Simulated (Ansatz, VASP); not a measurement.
## PbO2: VASP beside Ansatz

```
CELL_PARAMETERS angstrom
-3.12091 3.12091 3.77090
3.12091 -3.12091 3.77090
3.12091 3.12091 -3.77090
ATOMIC_POSITIONS crystal
Pb 0.00000 0.00000 0.00000
Pb 0.75000 0.25000 0.50000
O 0.37500 0.29035 0.41535
O 0.04035 0.62500 0.91535
O 0.70965 0.12500 0.08465
O 0.87500 0.95965 0.58465
```

Alike in both runs: functional PBE; k mesh 6 × 6 × 6; occupations gaussian, width 0.02 eV; no spin polarisation.

Ansatz relaxed the structure, and its values are those at the end. VASP's run is a single point on that final structure, the one shown.

|  | VASP | Ansatz |
| --- | --- | --- |
| version | VASP 6.6.1 | Ansatz 0.2.0 |
| potentials or method | VASP PAW PBE potentials, release 64 (Pb_d, O), cutoff 520 eV | scalar-relativistic, plane waves, PAW |
| valence electrons in the cell | 52 | 52 |

VASP gave:

```
gap on the k mesh at the Fermi level (eV) : 0.86
least direct gap on the mesh (eV)         : 0.86
pressure (GPa)                            : 0.1
rms of the force components (eV/Å)        : 0.016
```

Which values does Ansatz return?

gap on the k mesh at the Fermi level (eV): 0.88; least direct gap on the mesh (eV): 0.88; pressure (GPa): 0.0; rms of the force components (eV/Å): 0.000.

Neither program's run includes spin-orbit coupling.
